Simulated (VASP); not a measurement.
Write the native input for VASP 6.6.1 that does the following.

- Task: single point
- Functional: PBE
- Dispersion: D3(BJ)
- Potentials or basis: VASP PAW PBE potentials, release 64 (B, N)
- Cutoff: 520 eV
- k mesh: 12 × 12 × 12
- Occupations: gaussian, width 0.05 eV
- Spin: no spin polarisation
- Dipole correction: no
- Further INCAR settings: ALGO = Normal; EDIFF = 1e-06; NBANDS = 11

The structure of BN lies in POSCAR:

```
BN
1.0
    0.0000000000      3.3060873676      2.1688319106
    1.2663808922      0.0000000000      2.1688319106
    1.2663808922      3.3060873676      0.0000000000
B N
1 1
Direct
    0.0001068737      0.0001068737      0.9998931263
    0.6665931163      0.6665931163      0.3334068837
```

This cell differs from its parent crystal: strain +0.0100 x Voigt [1, -1, 0, 0, 0, 0].

These files were run (other wordings do the same):

INCAR

```
PREC = Accurate
ENCUT = 520
EDIFF = 1E-6
ISMEAR = 0
SIGMA = 0.05
LREAL = False
LASPH = True
NELM = 100
ALGO = Normal
ISIF = 2
LWAVE = False
LCHARG = True
GGA = PE
IVDW = 12
LELF = True
LVHAR = True
NBANDS = 11
```

KPOINTS

```
regular mesh
0
Gamma
  12 12 12
```

Potentials or basis: VASP PAW PBE potentials, release 64 (B, N).

Launch:

```console
$ cat potpaw_PBE.64/B/POTCAR potpaw_PBE.64/N/POTCAR > POTCAR
$ mpirun -np 1 vasp_std > vasp.out
```

It gave:

* Pressure: -3.3 GPa
* Largest force: 0.116 eV/Å
* Band gap on the k mesh: 3.58 eV (least direct gap 4.48 eV)
* Dispersion energy per atom: -0.140 eV

Caveat: the cell differs from its parent crystal (strain +0.0100 x Voigt [1, -1, 0, 0, 0, 0]); the cell stands under tension.

It took 64 s on 1 thread of Intel(R) Xeon(R) Platinum 8259CL CPU @ 2.50GHz (Skylake/Cascade Lake), with other jobs on the host, peak memory 0.19 GiB.
